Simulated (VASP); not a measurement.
# TiAl3 (Pm-3m) in VASP: a series of runs, part 2 of 2

VASP 6.6.1.

## (3) Single point, PBE, non-collinear spin, zero start, spin-orbit coupling

This run uses another cell than the first one, of 12.72 Å³/atom, 0.734 times its volume.

File INCAR:

```
PREC = Accurate
ENCUT = 500
EDIFF = 1E-6
ISMEAR = -1
SIGMA = 0.15
LREAL = F
LASPH = T
NELM = 200
ALGO = Normal
ISIF = 2
LWAVE = F
LCHARG = F
MAGMOM = 0 0 0 0 0 0 0 0 0 0 0 0
LORBIT = 11
LSORBIT = T
GGA_COMPAT = F
LORBMOM = T
LMAXMIX = 4
GGA = PE
NBANDS = 35
```

File KPOINTS:

```
regular mesh
0
Gamma
  12 12 12
```

File POSCAR:

```
TiAl3
1.0
    3.7058368468      0.0000000000      0.0000000000
    0.0000000000      3.7058368468      0.0000000000
    0.0000000000      0.0000000000      3.7058368468
Ti Al
1 3
Direct
    0.0000000000      0.0000000000      0.0000000000
    0.5000000000      0.5000000000      0.0000000000
    0.5000000000      0.0000000000      0.5000000000
    0.0000000000      0.5000000000      0.5000000000
```

Potentials or basis: VASP PAW PBE potentials, release 64 (Ti_sv, Al).

On the command line:

```bash
cat potpaw_PBE.64/Ti_sv/POTCAR potpaw_PBE.64/Al/POTCAR > POTCAR
mpirun -np 1 vasp_ncl > vasp.out
```

OUTCAR:

```text
PREC = Accurate
   ENCUT = 500
   EDIFF = 1E-6
   ISMEAR = -1
   LREAL = F
   LASPH = T
   NELM = 200
   ISIF = 2
   LORBIT = 11
   LSORBIT = T
   GGA = PE

 ion  position               nearest neighbor table
   1  0.000  0.000  0.000-   2 2.62   3 2.62   4 2.62   3 2.62   4 2.62   2 2.62   4 2.62   4 2.62
                             2 2.62   3 2.62   3 2.62   2 2.62
   2  0.500  0.500  0.000-   1 2.62   3 2.62   4 2.62   3 2.62   4 2.62   1 2.62   3 2.62   3 2.62
                             1 2.62   4 2.62   4 2.62   1 2.62
   3  0.500  0.000  0.500-   1 2.62   2 2.62   4 2.62   1 2.62   2 2.62   2 2.62   4 2.62   2 2.62
                             1 2.62   4 2.62   1 2.62   4 2.62
   4  0.000  0.500  0.500-   1 2.62   2 2.62   3 2.62   1 2.62   2 2.62   1 2.62   3 2.62   1 2.62
                             2 2.62   3 2.62   2 2.62   3 2.62

  LATTYP: Found a simple cubic cell.
 ALAT       =     3.7058368468

  Lattice vectors:

 A1 = (   3.7058368468,   0.0000000000,   0.0000000000)
 A2 = (   0.0000000000,   3.7058368468,   0.0000000000)
 A3 = (   0.0000000000,   0.0000000000,   3.7058368468)

Analysis of symmetry for initial positions (statically):
=====================================================================
 Subroutine PRICEL returns:
 Original cell was already a primitive cell.

 Routine SETGRP: Setting up the symmetry group for a
 simple cubic supercell.

 Subroutine GETGRP returns: Found 48 space group operations
 (whereof 48 operations were pure point group operations)
 out of a pool of 48 trial point group operations.

The static configuration has the point symmetry O_h .

Analysis of symmetry for dynamics (positions and initial velocities):
=====================================================================
 Subroutine PRICEL returns:
 Original cell was already a primitive cell.

 Routine SETGRP: Setting up the symmetry group for a
 simple cubic supercell.

 Subroutine GETGRP returns: Found 48 space group operations
[... 1093 lines left out ...]

 # of ion     p       d       tot
 ----------------------------------------
  1        -0.000   0.000   0.000
  2         0.000   0.000   0.000
  3        -0.000   0.000  -0.000
  4        -0.000   0.000  -0.000
 ----------------------------------------
           -0.000   0.000   0.000

 orbital moment (z)

 # of ion     p       d       tot
 ----------------------------------------
  1         0.000   0.000   0.000
  2         0.000   0.000   0.000
  3         0.000   0.000   0.000
  4         0.000   0.000   0.000
 ----------------------------------------
            0.000   0.000   0.000

 Spin-Orbit-Coupling matrix elements

 Ion:    1  E_soc:     -0.0113637
 l=   1
     0.0000000    -0.0017858    -0.0017858
    -0.0017858     0.0000000    -0.0017858
    -0.0017858    -0.0017858     0.0000000
 l=   2
     0.0000000    -0.0000283     0.0000000    -0.0000283    -0.0000798
    -0.0000283     0.0000000    -0.0000599    -0.0000283    -0.0000200
     0.0000000    -0.0000599     0.0000000    -0.0000599     0.0000000
    -0.0000283    -0.0000283    -0.0000599     0.0000000    -0.0000200
    -0.0000798    -0.0000200     0.0000000    -0.0000200     0.0000000
 l=   3
     0.0000000     0.0000000     0.0000000     0.0000000     0.0000000     0.0000000     0.0000000
     0.0000000     0.0000000     0.0000000     0.0000000     0.0000000     0.0000000     0.0000000
     0.0000000     0.0000000     0.0000000     0.0000000     0.0000000     0.0000000     0.0000000
     0.0000000     0.0000000     0.0000000     0.0000000     0.0000000     0.0000000     0.0000000
[... 49 lines left out ...]
 l=   2
     0.0000000     0.0000000     0.0000000     0.0000000     0.0000000
     0.0000000     0.0000000     0.0000000     0.0000000     0.0000000
     0.0000000     0.0000000     0.0000000     0.0000000     0.0000000
     0.0000000     0.0000000     0.0000000     0.0000000     0.0000000
     0.0000000     0.0000000     0.0000000     0.0000000     0.0000000
 l=   3
     0.0000000     0.0000000     0.0000000     0.0000000     0.0000000     0.0000000     0.0000000
     0.0000000     0.0000000     0.0000000     0.0000000     0.0000000     0.0000000     0.0000000
     0.0000000     0.0000000     0.0000000     0.0000000     0.0000000     0.0000000     0.0000000
     0.0000000     0.0000000     0.0000000     0.0000000     0.0000000     0.0000000     0.0000000
     0.0000000     0.0000000     0.0000000     0.0000000     0.0000000     0.0000000     0.0000000
     0.0000000     0.0000000     0.0000000     0.0000000     0.0000000     0.0000000     0.0000000
     0.0000000     0.0000000     0.0000000     0.0000000     0.0000000     0.0000000     0.0000000

 total charge

# of ion       s       p       d       tot
------------------------------------------
    1        2.192   6.153   2.280  10.624
    2        0.430   0.494   0.000   0.923
    3        0.430   0.494   0.000   0.923
    4        0.430   0.494   0.000   0.923
--------------------------------------------------
tot          3.481   7.634   2.280  13.394

 magnetization (x)

# of ion       s       p       d       tot
------------------------------------------
    1        0.000  -0.000   0.000   0.000
    2        0.000  -0.000   0.000  -0.000
    3        0.000  -0.000   0.000  -0.000
    4        0.000  -0.000   0.000  -0.000
--------------------------------------------------
tot          0.000  -0.000   0.000  -0.000

 magnetization (y)

# of ion       s       p       d       tot
------------------------------------------
    1        0.000   0.000   0.000   0.000
    2        0.000   0.000   0.000   0.000
    3        0.000   0.000   0.000   0.000
    4       -0.000   0.000   0.000   0.000
--------------------------------------------------
tot          0.000   0.000   0.000   0.000

 magnetization (z)

# of ion       s       p       d       tot
------------------------------------------
    1       -0.000   0.000  -0.000  -0.000
    2        0.000   0.000   0.000   0.000
    3        0.000   0.000   0.000   0.000
    4        0.000  -0.000   0.000  -0.000
--------------------------------------------------
tot         -0.000   0.000  -0.000   0.000
```

stdout:

```text
POSCAR found type information on POSCAR TiAl
 POSCAR found :  2 types and       4 ions
 scaLAPACK will be used
 LDA part: xc-table for (Slater+PW92), standard interpolation
 POSCAR, INCAR and KPOINTS ok, starting setup
 FFT: planning ... GRIDC
 FFT: planning ... GRID_SOFT
 FFT: planning ... GRID
 WAVECAR not read
 entering main loop
```

Wall time 3.7 min (1 thread of AMD EPYC 9R14, shared host); peak memory 0.34 GiB.

What came out:

- Free energy: -19.5174 eV
- Pressure: 35.0 GPa
- Net moment: 0.00 μB per cell
- Valence electrons inside the program's atomic spheres: Ti 10.62; Al 0.92

Moments on the atoms (μB; x, y, z):
```
Ti  0.00 0.00 0.00
Al  0.00 0.00 0.00
Al  0.00 0.00 0.00
Al  0.00 0.00 0.00
```
